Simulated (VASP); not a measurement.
# Rh (Cmcm) in VASP: settings compared, part 2 of 2

VASP 6.6.1. The steps go on from the part before.

**3. Single point, PBE (atoms displaced along a vibrational mode)**

INCAR reads:

```
SYSTEM = Rh
PREC = Accurate ; ENCUT = 520
EDIFF = 1E-6 ; ISMEAR = 0
SIGMA = 0.15 ; LREAL = .FALSE.
LASPH = .TRUE. ; NELM = 80
ALGO = Fast ; ISIF = 2
LWAVE = .FALSE. ; LCHARG = .TRUE.
GGA = PE ; LELF = .TRUE.
LVHAR = .TRUE. ; NBANDS = 22
```

KPOINTS reads:

```
Automatic mesh
0
G
  22 22 16
  0 0 0
```

POSCAR reads:

```
Rh
1.0
    0.0000000000     -1.9149654119     -1.9149654119
    0.0000000000      1.9149654119     -1.9149654119
    3.8299308238      0.0000000000      0.0000000000
Rh
2
Direct
    0.4314609031      0.5685390969      0.5000000000
    0.0685390969     -0.0685390969      0.0000000000
```

Potentials or basis: VASP PAW PBE potentials, release 64 (Rh_pv).

Command:

```console
> cat potpaw_PBE.64/Rh_pv/POTCAR > POTCAR
> mpirun -np 1 vasp_std > vasp.out
```

It took 7.7 min on 1 thread of Oxide Virtual Turin-like, shared host; peak memory 0.57 GiB.

It converged, with:

| Property | Result |
| --- | --- |
| Free energy | -13.6537 eV |
| Pressure | 18.5 GPa |
| Largest force | 3.337 eV/Å |
| Band gap on the k mesh | zero (bands 15 and 16 overlap by 1.69 eV) |

Forces in eV/Å, atoms in the order of the input:
```
Rh   0.000 -3.337  0.000
Rh   0.000  3.337  0.000
```

Stress tensor (GPa, compression positive):
```
33.50  0.00  0.00
 0.00 22.97  0.00
 0.00  0.00 -1.08
```

Levels at points of the mesh, in eV from the Fermi level:
```
           k point  band 13  band 14  band 15  band 16  band 17  band 18
(0.00, 0.00, 0.00)    -2.01    -0.51    -0.41     0.09     0.86     3.20
(0.50, 0.00, 0.00)    -1.54    -1.46    -0.96     0.03     1.87     3.86
(0.50, 0.50, 0.00)     0.34     0.60     0.86     1.16     3.16     5.27
(0.00, 0.00, 0.50)    -0.96    -0.96    -0.73    -0.73     0.27     0.27
(0.50, 0.00, 0.50)    -0.33    -0.33     0.03     0.03     1.70     1.70
(0.50, 0.50, 0.50)    -0.34    -0.34     0.89     0.89     7.10     7.10
```

Caveat: the cell differs from its parent crystal (atoms displaced along a vibrational mode); the stress differs along the axes, from -1 to 33 GPa; forces of over 1 eV/Å act on the atoms, so gaps and moduli don't describe the material at rest.

**4. Single point, PBE (atoms displaced along a vibrational mode)**

INCAR reads:

```
SYSTEM = Rh
PREC = Accurate ; ENCUT = 520
EDIFF = 1E-6 ; ISMEAR = 0
SIGMA = 0.15 ; LREAL = .FALSE.
LASPH = .TRUE. ; NELM = 80
ALGO = Fast ; ISIF = 2
LWAVE = .FALSE. ; LCHARG = .FALSE.
GGA = PE ; NBANDS = 22
```

KPOINTS is that of step 3.

POSCAR reads:

```
Rh
1.0
    0.0000000000     -1.9149654119     -1.9149654119
    0.0000000000      1.9149654119     -1.9149654119
    3.8299308238      0.0000000000      0.0000000000
Rh
2
Direct
    0.4510435022      0.5489564978      0.5000000000
    0.0489564978     -0.0489564978      0.0000000000
```

Potentials or basis: VASP PAW PBE potentials, release 64 (Rh_pv).

Command:

```console
> cat potpaw_PBE.64/Rh_pv/POTCAR > POTCAR
> mpirun -np 1 vasp_std > vasp.out
```

OUTCAR:

```text
SYSTEM = Rh
   PREC = Accurate
   ENCUT = 520
   EDIFF = 1E-6
   ISMEAR = 0
   LREAL = .FALSE.
   LASPH = .TRUE.
   NELM = 80
   ISIF = 2
   GGA = PE

 ion  position               nearest neighbor table
   1  0.451  0.549  0.500-   2 2.46   2 2.46   2 2.73   2 2.73   2 2.73   2 2.73   2 2.99   2 2.99

   2  0.049  0.951  0.000-   1 2.46   1 2.46   1 2.73   1 2.73   1 2.73   1 2.73   1 2.99   1 2.99

  LATTYP: Found a simple tetragonal cell.
 ALAT       =     2.7081700570
 C/A-ratio  =     1.4142135624

  Lattice vectors:

 A1 = (   0.0000000000,  -1.9149654119,  -1.9149654119)
[... 194 lines left out ...]
      6     -34.7751      2.00000
[... 589 lines left out ...]
     21      27.7461      0.00000
     22      29.0212      0.00000

 [... further k-points ...]
[... 5 lines left out ...]
  --------------------------------------------------------------------------------------
  -------------------------------------------------------------------------------------
  Total        2.9999952      2.3702408     -0.3910471      0.0000000      0.0000000      0.0000000
  in kB      171.1151036    135.1948829    -22.3047236      0.0000000      0.0000000      0.0000000
  external PRESSURE =      94.6684210 kB  Pullay stress =       0.0000000 kB

 VOLUME and BASIS-vectors are now :
 -----------------------------------------------------------------------------
  energy-cutoff  :      520.00
  volume of cell :       28.09
      direct lattice vectors                 reciprocal lattice vectors
     0.000000000 -1.914965412 -1.914965412     0.000000000 -0.261101322 -0.261101322
     0.000000000  1.914965412 -1.914965412     0.000000000  0.261101322 -0.261101322
     3.829930824  0.000000000  0.000000000     0.261101322  0.000000000  0.000000000

 POSITION                                       TOTAL-FORCE (eV/Angst)
 -----------------------------------------------------------------------------------
      1.91497      0.18750     -1.91497         0.000000     -2.430838      0.000000
      0.00000      1.72747     -1.91497         0.000000      2.430838      0.000000
 -----------------------------------------------------------------------------------
    total drift:                               -0.000000     -0.000000      0.000000

  FREE ENERGIE OF THE ION-ELECTRON SYSTEM (eV)
  ---------------------------------------------------
  free  energy   TOTEN  =       -14.0896223894 eV

  energy  without entropy=      -14.0526103834  energy(sigma->0) =      -14.07111639
```

OSZICAR:

```text
N       E                     dE             d eps       ncg     rms          rms(c)
DAV:   1     0.321061242792E+03    0.32106E+03   -0.18004E+04 52684   0.157E+03
DAV:   2    -0.811028655479E+01   -0.32917E+03   -0.31778E+03 54696   0.470E+02
DAV:   3    -0.149660093086E+02   -0.68557E+01   -0.68192E+01 61914   0.767E+01
DAV:   4    -0.150150271443E+02   -0.49018E-01   -0.49013E-01 58326   0.654E+00
DAV:   5    -0.150158941605E+02   -0.86702E-03   -0.86701E-03 62916   0.889E-01    0.145E+01
RMM:   6    -0.141251863926E+02    0.89071E+00   -0.19818E+00 53947   0.120E+01    0.549E+00
RMM:   7    -0.140955047411E+02    0.29682E-01   -0.10214E-01 55703   0.259E+00    0.239E+00
RMM:   8    -0.140902769268E+02    0.52278E-02   -0.19049E-02 57550   0.131E+00    0.298E-01
RMM:   9    -0.140896032172E+02    0.67371E-03   -0.31356E-03 60272   0.523E-01    0.931E-02
RMM:  10    -0.140896161113E+02   -0.12894E-04   -0.29905E-04 62893   0.193E-01    0.138E-02
RMM:  11    -0.140896231085E+02   -0.69972E-05   -0.80529E-05 63423   0.886E-02    0.890E-03
RMM:  12    -0.140896235390E+02   -0.43047E-06   -0.12058E-05 68201   0.271E-02    0.672E-03
RMM:  13    -0.140896224727E+02    0.10663E-05   -0.23508E-06 41404   0.152E-02    0.186E-03
RMM:  14    -0.140896223894E+02    0.83302E-07   -0.61539E-07 35283   0.801E-03
   1 F= -.14089622E+02 E0= -.14071116E+02  d E =-.370120E-01
```

Wall time 8.9 min (1 thread of Oxide Virtual Turin-like, shared host); peak memory 0.57 GiB.

What came out:

```
Free energy            : -14.0896 eV
Pressure               : 9.5 GPa
Largest force          : 2.431 eV/Å
Band gap on the k mesh : zero (bands 15 and 16 overlap by 1.95 eV)
```

Forces in eV/Å, atoms in the order of the input:
```
Rh   0.000 -2.431  0.000
Rh   0.000  2.431  0.000
```

Stress tensor (GPa, compression positive):
```
17.11  0.00  0.00
 0.00 13.52  0.00
 0.00  0.00 -2.23
```

Caveat: the cell differs from its parent crystal (atoms displaced along a vibrational mode); the stress differs along the axes, from -2 to 17 GPa; forces of over 1 eV/Å act on the atoms, so gaps and moduli don't describe the material at rest.

**5. The runs side by side**

```csv
level,cell,gap on the mesh (eV),pressure (GPa),largest force (eV/Å)
RPBE+D4,"as given, atomic positions A",none,-6.4,1.92
PBE,"as given, atomic positions B",none,18.5,3.34
PBE,"as given, atomic positions C",none,9.5,2.43
```

Alike in all rows: task single point; potentials or basis VASP PAW PBE potentials, release 64 (Rh_pv); no spin polarisation; k mesh 22 × 22 × 16; cutoff (eV) 520; smearing gaussian 0.15 eV.

Caveats: forces of over 1 eV/Å act on the atoms, so gaps and moduli don't describe the material at rest (at least some runs); the stress differs along the axes, from -14 to -1 GPa (at least some runs); the dispersion term is far too large for a dense solid, which distorts pressure and volume (at least some runs); the PAW data sets were made with another functional, which shifts forces and pressure a little (at least some runs); the stress differs along the axes, from -1 to 33 GPa (at least some runs); the stress differs along the axes, from -2 to 17 GPa (at least some runs).

Total energies depend on the potentials used, so only differences within one code and one set of settings carry meaning.
